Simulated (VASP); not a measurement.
# CdS (P6_3mc) in VASP: settings compared, part 2 of 3

VASP 6.6.1. Earlier steps stand in the parts before.

### 3 Single point, b88 exchange, pbe correlation, collinear spin (24.12 Å³/atom)

This run uses another cell than the first one, of 24.12 Å³/atom.

Input file INCAR:

```
SYSTEM = CdS
PREC     = Accurate       ! precision mode
ENCUT    = 500            ! plane-wave cutoff, eV
EDIFF    = 1E-6           ! SCF threshold, eV
ISMEAR   = -5             ! smearing method
SIGMA    = 0.05           ! smearing width, eV
LREAL    = .False.        ! projectors in reciprocal space
LASPH    = .True.         ! aspherical terms in the spheres
NELM     = 200            ! most SCF steps
ALGO     = Normal         ! electronic algorithm
ISIF     = 2              ! what is computed and relaxed
LWAVE    = .False.        ! write WAVECAR
LCHARG   = .False.        ! write CHGCAR
ISPIN    = 2              ! spin polarisation
MAGMOM   = 0.5 -0.25 0 0  ! initial moments
LORBIT   = 11             ! projections on sites
GGA      = LIBXC          ! functional
LIBXC1   = GGA_X_B88    
LIBXC2   = GGA_C_PBE    
NBANDS   = 30             ! bands
GGA_COMPAT= .False.
```

Input file KPOINTS:

```
regular mesh
0
Gamma
  7 7 4
  0 0 0
```

Input file POSCAR:

```
CdS
1.0
    4.0939120434      0.0000000000      0.0000000000
   -2.0469560217      3.5454318304      0.0000000000
    0.0000000000      0.0000000000      6.6459482979
Cd S
2 2
Direct
    0.6666666667      0.3333333333      0.5000000000
    0.3333333333      0.6666666667      0.0000000000
    0.6666666667      0.3333333333      0.8750000000
    0.3333333333      0.6666666667      0.3750000000
```

Potentials or basis: VASP PAW PBE potentials, release 64 (Cd, S).

On the command line:

```
$ cat potpaw_PBE.64/Cd/POTCAR potpaw_PBE.64/S/POTCAR > POTCAR
$ mpirun -np 1 vasp_std > vasp.out
```

OUTCAR:

```text
SYSTEM = CdS
   PREC = Accurate
   ENCUT = 500
   EDIFF = 1E-6
   ISMEAR = -5
   LREAL = .False.
   LASPH = .True.
   NELM = 200
   ISIF = 2
   ISPIN = 2
   LORBIT = 11
   GGA = LIBXC

 ion  position               nearest neighbor table
   1  0.667  0.333  0.500-   3 2.49   4 2.51   4 2.51   4 2.51
   2  0.333  0.667  0.000-   4 2.49   3 2.51   3 2.51   3 2.51
   3  0.667  0.333  0.875-   1 2.49   2 2.51   2 2.51   2 2.51
   4  0.333  0.667  0.375-   2 2.49   1 2.51   1 2.51   1 2.51

  LATTYP: Found a hexagonal cell.
 ALAT       =     4.0939120434
 C/A-ratio  =     1.6233734940

  Lattice vectors:

 A1 = (   4.0939120434,   0.0000000000,   0.0000000000)
 A2 = (  -2.0469560217,   3.5454318304,   0.0000000000)
 A3 = (   0.0000000000,   0.0000000000,   6.6459482979)

Analysis of symmetry for initial positions (statically):
=====================================================================
 Subroutine PRICEL returns:
 Original cell was already a primitive cell.

 Routine SETGRP: Setting up the symmetry group for a
 hexagonal supercell.

 Subroutine GETGRP returns: Found 12 space group operations
 (whereof  6 operations were pure point group operations)
 out of a pool of 24 trial point group operations.

The static configuration has the point symmetry C_3v.
 The point group associated with its full space group is C_6v.

Analysis of symmetry for dynamics (positions and initial velocities):
=====================================================================
 Subroutine PRICEL returns:
 Original cell was already a primitive cell.

 Routine SETGRP: Setting up the symmetry group for a
 hexagonal supercell.

 Subroutine GETGRP returns: Found 12 space group operations
 (whereof  6 operations were pure point group operations)
 out of a pool of 24 trial point group operations.

The dynamic configuration has the point symmetry C_3v.
 The point group associated with its full space group is C_6v.

Analysis of structural, dynamic, and magnetic symmetry:
[... 170 lines left out ...]
 val. band max:        1.5167695918   @ k =   0.0000   0.0000   0.0000
 cond. band min:       2.8155675633   @ k =   0.0000   0.0000   0.0000
 fundamental gap:      1.2987979715
 Fermi energy:         1.5415890733

 spin component 1

 k-point     1 :       0.0000    0.0000    0.0000
  band No.  band energies     occupation
      1     -11.0300      1.00000
      2     -10.5671      1.00000
      3      -6.3209      1.00000
      4      -6.2968      1.00000
      5      -6.2968      1.00000
      6      -6.2021      1.00000
[... 781 lines left out ...]
     29      13.8925      0.00000
     30      13.8925      0.00000

 [... further k-points ...]

 spin component 2

 k-point     1 :       0.0000    0.0000    0.0000
  band No.  band energies     occupation
      1     -11.0300      1.00000
      2     -10.5671      1.00000
      3      -6.3209      1.00000
      4      -6.2968      1.00000
      5      -6.2968      1.00000
      6      -6.2021      1.00000
[... 781 lines left out ...]
     29      13.8925      0.00000
     30      13.8925      0.00000

 [... further k-points ...]

------------------------ aborting loop because EDIFF is reached ----------------------------------------

  FORCE on cell =-STRESS in cart. coord.  units (eV):
  Direction    XX          YY          ZZ          XY          YZ          ZX
  --------------------------------------------------------------------------------------
  -------------------------------------------------------------------------------------
  Total        2.9557581      2.9557581      3.4352295      0.0000000      0.0000000      0.0000000
  in kB       49.0924675     49.0924675     57.0560536      0.0000000      0.0000000      0.0000000
  external PRESSURE =      51.7469962 kB  Pullay stress =       0.0000000 kB

 VOLUME and BASIS-vectors are now :
 -----------------------------------------------------------------------------
  energy-cutoff  :      500.00
  volume of cell :       96.46
      direct lattice vectors                 reciprocal lattice vectors
     4.093912043  0.000000000  0.000000000     0.244265140  0.141026545  0.000000000
    -2.046956022  3.545431830  0.000000000     0.000000000  0.282053089  0.000000000
     0.000000000  0.000000000  6.645948298     0.000000000  0.000000000  0.150467617

 POSITION                                       TOTAL-FORCE (eV/Angst)
 -----------------------------------------------------------------------------------
      2.04696      1.18181      3.32297        -0.000000      0.000000     -0.077594
     -0.00000      2.36362      0.00000         0.000000      0.000000     -0.077615
      2.04696      1.18181      5.81520         0.000000     -0.000000      0.077601
     -0.00000      2.36362      2.49223        -0.000000      0.000000      0.077609
 -----------------------------------------------------------------------------------
    total drift:                                0.000000      0.000000      0.000046

  FREE ENERGIE OF THE ION-ELECTRON SYSTEM (eV)
  ---------------------------------------------------
  free  energy   TOTEN  =       -11.6375417322 eV

  energy  without entropy=      -11.6375417322  energy(sigma->0) =      -11.63754173

 total charge

# of ion       s       p       d       tot
------------------------------------------
    1        0.431   0.344   9.567  10.343
    2        0.431   0.344   9.567  10.343
    3        1.323   2.420   0.000   3.743
    4        1.323   2.420   0.000   3.743
--------------------------------------------------
tot          3.509   5.528  19.134  28.171

 magnetization (x)

# of ion       s       p       d       tot
------------------------------------------
    1        0.000   0.000  -0.000  -0.000
    2       -0.000  -0.000   0.000   0.000
    3        0.000   0.000   0.000   0.000
    4       -0.000  -0.000   0.000  -0.000
--------------------------------------------------
tot         -0.000  -0.000   0.000  -0.000
```

stdout:

```text
POSCAR found type information on POSCAR CdS
 POSCAR found :  2 types and       4 ions
 scaLAPACK will be used
 -----------------------------------------------------------------------------
|                                                                             |
|                                                                             |
|     You enforced a specific xc type in the INCAR file but a different       |
|     I HOPE YOU KNOW WHAT YOU ARE DOING!                                     |
|                                                                             |
 -----------------------------------------------------------------------------

 LDA part: xc-table for (None,None), standard interpolation
 POSCAR, INCAR and KPOINTS ok, starting setup
 FFT: planning ... GRIDC
 FFT: planning ... GRID_SOFT
 FFT: planning ... GRID
 WAVECAR not read
 entering main loop
```

It took 90 s on 1 thread of Intel Xeon Platinum 8488C (Sapphire Rapids), shared host; peak memory 0.29 GiB.

What came out:

* Free energy: -11.6375 eV
* Pressure: 5.2 GPa
* Largest force: 0.078 eV/Å
* Band gap on the k mesh: 1.30 eV
* Net moment: 0.00 μB per cell
* Valence electrons inside the program's atomic spheres: Cd 10.34; S 3.74

Forces on the atoms (eV/Å):
```
Cd   0.000  0.000 -0.078
Cd   0.000  0.000 -0.078
S    0.000  0.000  0.078
S    0.000  0.000  0.078
```

Caveat: the cell stands under pressure; the PAW data sets were made with another functional, which shifts forces and pressure a little.

### 4 Single point, b88 exchange, pbe correlation, collinear spin (24.62 Å³/atom)

This run uses another cell than the first one, of 24.62 Å³/atom.

Input file INCAR:

```
SYSTEM = CdS
PREC = Accurate
ENCUT = 500
EDIFF = 1E-6
ISMEAR = -5
SIGMA = 0.05
LREAL = .False.
LASPH = .True.
NELM = 200
ALGO = Normal
ISIF = 2
LWAVE = .False.
LCHARG = .True.
ISPIN = 2
MAGMOM = 0.5 -0.25 0 0
LORBIT = 11
GGA = LIBXC
LIBXC1 = GGA_X_B88
LIBXC2 = GGA_C_PBE
LELF = .True.
LVHAR = .True.
NBANDS = 30
GGA_COMPAT = .False.
```

Input file KPOINTS:

```
Automatic mesh
0
Gamma
  7 7 4
  0 0 0
```

Input file POSCAR:

```
CdS
1.0
    4.1221468118      0.0000000000      0.0000000000
   -2.0610734059      3.5698838571      0.0000000000
    0.0000000000      0.0000000000      6.6917838725
Cd S
2 2
Direct
    0.6666666667      0.3333333333      0.5000000000
    0.3333333333      0.6666666667      0.0000000000
    0.6666666667      0.3333333333      0.8750000000
    0.3333333333      0.6666666667      0.3750000000
```

On the command line:

```
$ cat potpaw_PBE.64/Cd/POTCAR potpaw_PBE.64/S/POTCAR > POTCAR
$ mpirun -np 1 vasp_std > vasp.out
```

Run time: 2.1 min. Hardware: 1 thread of Intel Xeon Platinum 8488C (Sapphire Rapids), shared host; peak memory 0.29 GiB.

Results (log left out):

```yaml
Free_energy: -11.6934 eV
Pressure: 3.7 GPa
Largest_force: 0.073 eV/Å
Band_gap_on_the_k_mesh: 1.25 eV
Net_moment: 0.00 μB per cell
Valence_electrons_inside_the_program's_atomic_spheres: Cd 10.32; S 3.73
```

Forces on the atoms (eV/Å):
```
Cd   0.000  0.000 -0.073
Cd   0.000  0.000 -0.073
S    0.000  0.000  0.073
S    0.000  0.000  0.073
```

Stress tensor (GPa, compression positive):
```
3.44 0.00 0.00
0.00 3.44 0.00
0.00 0.00 4.16
```

Levels at points of the mesh, in eV from the valence-band top:
Spin up:
| k point | band 15 | band 16 | band 17 | band 18 | band 19 | band 20 | band 21 | band 22 |
| --- | --- | --- | --- | --- | --- | --- | --- | --- |
| (0.00, 0.00, 0.00) | -0.79 | -0.04 | 0.00 | 0.00 | 1.25 | 2.82 | 6.48 | 6.48 |
| (0.00, 0.00, 0.50) | -0.41 | -0.41 | -0.41 | -0.41 | 2.89 | 2.89 | 6.24 | 6.24 |
Spin down:
```tsv
k point	band 15	band 16	band 17	band 18	band 19	band 20	band 21	band 22
(0.00, 0.00, 0.00)	-0.79	-0.04	0.00	0.00	1.25	2.82	6.48	6.48
(0.00, 0.00, 0.50)	-0.41	-0.41	-0.41	-0.41	2.89	2.89	6.24	6.24
```

Caveat: the cell stands under pressure; the PAW data sets were made with another functional, which shifts forces and pressure a little.

(Continued in part 3 of 3.)
